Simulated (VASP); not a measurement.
Wanted: the native input for a VASP 6.6.1 run.

```
Task                   : single point
Functional             : LDA
Potentials or basis    : VASP PAW LDA potentials, release 64 (C)
Cutoff                 : 520 eV
k mesh                 : 12 × 12 × 2
Occupations            : fermi-dirac, width 0.05 eV
Spin                   : no spin polarisation
Dipole correction      : no
Further INCAR settings : ALGO = Normal; EDIFF = 1e-06; NBANDS = 16
```

The structure of C lies in POSCAR:

```
C
1.0
    2.5044010599      0.0000000000      0.0000000000
   -1.2522005300      2.1688749392      0.0000000000
    0.0000000000      0.0000000000     24.6072952438
C
4
Direct
    0.6666666667      0.3333333333      0.5704754400
    0.3333333333      0.6666666667      0.4295245600
    0.0000000000      0.0000000000      0.4295312300
    0.0000000000      0.0000000000      0.5704687700
```

The input as run:

INCAR

```
SYSTEM = C
PREC = Accurate
ENCUT = 520
EDIFF = 1E-6
ISMEAR = -1
SIGMA = 0.05
LREAL = .FALSE.
LASPH = .TRUE.
NELM = 100
ALGO = Normal
ISIF = 2
LWAVE = .FALSE.
LCHARG = .FALSE.
GGA = CA
NBANDS = 16
```

KPOINTS

```
Automatic mesh
0
G
  12 12 2
  0 0 0
```

Potentials or basis: VASP PAW LDA potentials, release 64 (C).

The run is started by

```bash
$ cat potpaw_LDA.64/C/POTCAR > POTCAR
$ mpirun -np 1 vasp_std > vasp.out
```

Results of the run:

```
Largest force          : 0.027 eV/Å
Band gap on the k mesh : zero (filled and empty bands touch)
```

It took 66 s on 1 thread of Intel(R) Xeon(R) Platinum 8375C CPU @ 2.90GHz (Ice Lake), on a shared host, peak memory 0.23 GiB.
